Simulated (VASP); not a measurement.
Write the native input for VASP 6.6.1 that does the following.

| Property | Result |
| --- | --- |
| Task | single point |
| Functional | r2SCAN |
| Potentials or basis | VASP PAW PBE potentials, release 64 (Ba_sv, Ti_sv, O) |
| Cutoff | 520 eV |
| k mesh | 6 × 6 × 6 |
| Occupations | gaussian, width 0.05 eV |
| Spin | no spin polarisation |
| Dipole correction | no |
| Further INCAR settings | ALGO = Normal; EDIFF = 1e-06; NBANDS = 28 |

Crystal: BaTiO3.

```xyz
5
Lattice="3.9672 0.0000 0.0000 0.0000 3.9672 0.0000 0.0000 0.0000 3.9672" Properties=species:S:1:pos:R:3 pbc="T T T"
Ba    1.9836    1.9836    1.9836
Ti    0.0000    0.0000    0.0000
O     1.9836    0.0000    0.0000
O     0.0000    1.9836    0.0000
O     0.0000    0.0000    1.9836
```

One way to write it, as run:

POSCAR

```
BaTiO3
1.0
    3.9672394100      0.0000000000      0.0000000000
    0.0000000000      3.9672394100      0.0000000000
    0.0000000000      0.0000000000      3.9672394100
Ba Ti O
1 1 3
Direct
    0.5000000000      0.5000000000      0.5000000000
    0.0000000000      0.0000000000      0.0000000000
    0.5000000000      0.0000000000      0.0000000000
    0.0000000000      0.5000000000      0.0000000000
    0.0000000000      0.0000000000      0.5000000000
```

INCAR.step1

```
ALGO = Normal ; EDIFF = 1E-4
ENCUT = 520 ; GGA = PE
ISMEAR = 0 ; LASPH = True
LCHARG = False ; LREAL = False
LWAVE = True ; NBANDS = 28
NELM = 100 ; PREC = Accurate
SIGMA = 0.05
```

INCAR.step2

```
ALGO = Normal ; EDIFF = 1E-6
ENCUT = 520 ; ISIF = 2
ISMEAR = 0 ; ISTART = 1
LASPH = True ; LCHARG = False
LMIXTAU = True ; LREAL = False
LWAVE = False ; METAGGA = R2SCAN
NBANDS = 28 ; NELM = 100
PREC = Accurate ; SIGMA = 0.05
```

KPOINTS

```
k-points
0
Gamma
  6 6 6
```

Potentials or basis: VASP PAW PBE potentials, release 64 (Ba_sv, Ti_sv, O).

Run with:

```bash
$ cat potpaw_PBE.64/Ba_sv/POTCAR potpaw_PBE.64/Ti_sv/POTCAR potpaw_PBE.64/O/POTCAR > POTCAR
$ cp INCAR.step1 INCAR
$ mpirun -np 1 vasp_std > vasp.out
$ cp INCAR.step2 INCAR
$ mpirun -np 1 vasp_std > vasp.out
```

Results of the run:

The pressure is 6.0 GPa. The band gap on the k mesh is 2.20 eV (least direct gap 2.33 eV).

Caveat: the cell stands under pressure; the PAW data sets were made with another functional, which shifts forces and pressure a little; spin-orbit coupling is left out, which moves the levels of the heavy elements.

Wall time 3 min on 1 thread of AMD EPYC 7R13 (shared host), peak memory 0.16 GiB.
